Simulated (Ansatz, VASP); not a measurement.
Mg27O26: VASP beside Ansatz

```xyz
53
Lattice="0.0000 6.0555 6.0555 6.0555 0.0000 6.0555 6.0555 6.0555 0.0000" Properties=species:S:1:pos:R:3 pbc="T T T"
Mg    0.0002    0.0002    0.0002
Mg    2.0185    2.0185    0.0190
Mg    4.0368    4.0368    0.0002
Mg    2.0185    0.0190    2.0185
Mg    4.0180    2.0185    2.0185
Mg    6.0572    4.0353    2.0185
Mg    4.0368    0.0002    4.0368
Mg    6.0572    2.0185    4.0353
Mg    8.0740    4.0353    4.0353
Mg    0.0190    2.0185    2.0185
Mg    2.0185    4.0180    2.0185
Mg    4.0353    6.0572    2.0185
Mg    2.0185    2.0185    4.0180
Mg    4.0368    4.0368    4.0368
Mg    6.0557    6.0557    4.0368
Mg    4.0353    2.0185    6.0572
Mg    6.0557    4.0368    6.0557
Mg    8.0740    6.0572    6.0572
Mg    0.0002    4.0368    4.0368
Mg    2.0185    6.0572    4.0353
Mg    4.0353    8.0740    4.0353
Mg    2.0185    4.0353    6.0572
Mg    4.0368    6.0557    6.0557
Mg    6.0572    8.0740    6.0572
Mg    4.0353    4.0353    8.0740
Mg    6.0572    6.0572    8.0740
Mg    8.0740    8.0740    8.0740
O     4.0378    4.0378    2.0185
O     6.0547    6.0547    2.0185
O     4.0378    2.0185    4.0378
O     6.0554    4.0371    4.0371
O     8.0740    6.0547    4.0378
O     6.0547    2.0185    6.0547
O     8.0740    4.0378    6.0547
O    10.0926    6.0554    6.0554
O     2.0185    4.0378    4.0378
O     4.0371    6.0554    4.0371
O     6.0547    8.0740    4.0378
O     4.0371    4.0371    6.0554
O     6.0554    6.0554    6.0554
O     8.0740    8.0740    6.0523
O     6.0547    4.0378    8.0740
O     8.0740    6.0523    8.0740
O    10.0957    8.0740    8.0740
O     2.0185    6.0547    6.0547
O     4.0378    8.0740    6.0547
O     6.0554   10.0926    6.0554
O     4.0378    6.0547    8.0740
O     6.0523    8.0740    8.0740
O     8.0740   10.0957    8.0740
O     6.0554    6.0554   10.0926
O     8.0740    8.0740   10.0957
O    10.0926   10.0926   10.0926
```

Change from the starting cell: O vacancy, charge +0, ions relaxed.

Alike in both runs: functional PBE; k mesh 3 × 3 × 3; occupations fermi-dirac, width 0.01 eV; no spin polarisation.

Ansatz relaxed the structure, and its values are those at the end. VASP's run is a single point on that final structure, the one shown.

|  | VASP | Ansatz |
| --- | --- | --- |
| version | VASP 6.6.1 | Ansatz 0.2.0 |
| potentials or method | VASP PAW PBE potentials, release 64 (Mg, O) | plane-wave PAW, scalar-relativistic |
| plane-wave cutoff (eV) | 520 | 420 |
| valence electrons in the cell | 210 | 426 |

|  | VASP | Ansatz | Ansatz less VASP |
| --- | --- | --- | --- |
| gap on the k mesh at the Fermi level (eV) | 3.86 | 3.85 | -0.011 |

The functional is the same, so the differences come from potentials, cutoffs and numerics. VASP's potentials hold 210 valence electrons a cell and Ansatz's 426, so a difference there can come from the potentials and not from the codes. Ansatz's warnings: stress scf threshold loose.
